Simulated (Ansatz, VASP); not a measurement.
## One calculation of Pd, two programs

```
Pd
1.0
     0.00000    1.84766    2.04215
     1.84766    0.00000    2.04215
     1.84766    1.84766    0.00000
Pd
1
Direct
  0.00000 0.00000 0.00000
```

Change from the starting cell: strain -0.050 along x and y, +0.050 along z, atoms carried along.

Alike in both runs: task single point; functional PBE; k mesh 20 × 20 × 20; occupations gaussian, width 0.15 eV; no spin polarisation.

|  | VASP | Ansatz |
| --- | --- | --- |
| version | VASP 6.6.1 | Ansatz 0.2.0 |
| potentials or method | VASP PAW PBE potentials, release 64 (Pd), cutoff 520 eV | scalar-relativistic, plane waves, PAW |
| valence electrons in the cell | 10 | 18 |

|  | VASP | Ansatz | Ansatz less VASP |
| --- | --- | --- | --- |
| gap on the k mesh at the Fermi level (eV) | none | none | - |
| pressure (GPa) | 21.1 | 21.6 | +0.46 |
| traceless stress, the component that is largest in VASP (GPa) | -6.54 | -6.65 | -0.114 |

A gap of «none» marks a metal or a gap that the smearing closes. VASP's potentials hold 10 valence electrons a cell and Ansatz's 18, so a difference there can come from the potentials and not from the codes.
